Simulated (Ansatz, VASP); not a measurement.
**Ge: VASP beside Ansatz**

```xyz
4
Lattice="3.1140 0.0000 0.0000 -1.5570 2.6968 0.0000 0.0000 0.0000 10.1566" Properties=species:S:1:pos:R:3 pbc="T T T"
Ge    0.0000    0.0000    0.0000
Ge    0.0000    1.7978    2.5392
Ge    0.0000    0.0000    5.0783
Ge    1.5570    0.8989    7.6175
```

Alike in both runs: task single point; functional PBE; k mesh 6 × 6 × 2; occupations gaussian, width 0.1 eV; no spin polarisation.

```csv
,VASP,Ansatz
version,VASP 6.6.1,Ansatz 0.2.0
potentials or method,"VASP PAW PBE potentials, release 64 (Ge_d), cutoff 520 eV","scalar-relativistic, plane waves, PAW"
valence electrons in the cell,56,56
```

|  | VASP | Ansatz | Ansatz less VASP |
| --- | --- | --- | --- |
| gap on the k mesh at the Fermi level (eV) | none | none | - |
| pressure (GPa) | -5.0 | -5.0 | -0.02 |
| traceless stress, the component that is largest in VASP (GPa) | -2.81 | -2.81 | +0.001 |

A gap of «none» marks a metal or a gap that the smearing closes.

The k mesh is coarse, so the values compare programs but aren't converged.
